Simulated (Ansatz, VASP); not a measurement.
## Ca3TlRh: VASP beside Ansatz

The input INCAR:

```
SYSTEM = Ca3TlRh
ALGO = Fast ; EDIFF = 1E-7
ENCUT = 520 ; GGA = PE
ISIF = 2 ; ISMEAR = 0
LASPH = .True. ; LCHARG = .False.
LREAL = .False. ; LWAVE = .False.
NBANDS = 69 ; NELM = 100
PREC = Accurate ; SIGMA = 0.2
```

The input KPOINTS:

```
k-points
0
Gamma
  4 3 3
  0 0 0
```

POSCAR

```
Ca3TlRh
1.0
    0.0000000000      0.0000000000      5.6684918021
    7.8544509705      0.0000000000      0.0000000000
   -3.9272254852      6.8021540733      0.0000000000
Ca Tl Rh
6 2 2
Direct
    0.7500000000      0.8231832515      0.6463665031
    0.7500000000      0.3536334969      0.1768167485
    0.7500000000      0.8231832515      0.1768167485
    0.2500000000      0.1768167485      0.3536334969
    0.2500000000      0.6463665031      0.8231832515
    0.2500000000      0.1768167485      0.8231832515
    0.2500000000      0.6666666667      0.3333333333
    0.7500000000      0.3333333333      0.6666666667
    0.0000000000      1.0000000000      1.0000000000
    0.5000000000      1.0000000000      1.0000000000
```

Input for Ansatz:

```yaml
crystal:
  lattice:
    - [0.0, 0.0, 5.6684918021]
    - [7.8544509705, 0.0, 0.0]
    - [-3.9272254852, 6.8021540733, 0.0]
  atoms:
    - { symbol: Ca, position: [0.75, 0.8231832515, 0.6463665031] }
    - { symbol: Ca, position: [0.75, 0.3536334969, 0.1768167485] }
    - { symbol: Ca, position: [0.75, 0.8231832515, 0.1768167485] }
    - { symbol: Ca, position: [0.25, 0.1768167485, 0.3536334969] }
    - { symbol: Ca, position: [0.25, 0.6463665031, 0.8231832515] }
    - { symbol: Ca, position: [0.25, 0.1768167485, 0.8231832515] }
    - { symbol: Tl, position: [0.25, 0.6666666667, 0.3333333333] }
    - { symbol: Tl, position: [0.75, 0.3333333333, 0.6666666667] }
    - { symbol: Rh, position: [0.0, 1.0, 1.0] }
    - { symbol: Rh, position: [0.5, 1.0, 1.0] }
basis:
  ecutwfc: 420
kpoints:
  mp_grid: { grid: [4, 3, 3] }
hamiltonian:
  xc: pbe
scf:
  occupations: { method: gaussian, width: 0.2 }
  lower_state_search: "off"
output:
  forces: true
  stress: true
  eigenvalues: true
```

Alike in both runs: task single point; functional PBE; k mesh 4 × 3 × 3; occupations gaussian, width 0.2 eV; no spin polarisation.

```csv
,VASP,Ansatz
version,VASP 6.6.1,Ansatz 0.2.0
potentials or method,"VASP PAW PBE potentials, release 64 (Ca_sv, Tl_d, Rh_pv), cutoff 520 eV","scalar-relativistic, plane waves, PAW"
valence electrons in the cell,116,120
```

```csv
,VASP,Ansatz,Ansatz less VASP
gap on the k mesh at the Fermi level (eV),none,none,-
pressure (GPa),0.0,-0.1,-0.07
"traceless stress, the component that is largest in VASP (GPa)",0.20,0.21,+0.010
rms of the force components (eV/Å),0.007,0.004,-0.0030
```

Atom by atom the forces differ by 0.010 eV/Å (rms over components). A gap of «none» marks a metal or a gap that the smearing closes. The functional is the same, so the differences come from potentials, cutoffs and numerics. VASP's potentials hold 116 valence electrons a cell and Ansatz's 120, so a difference there can come from the potentials and not from the codes.

Neither program's run includes spin-orbit coupling.
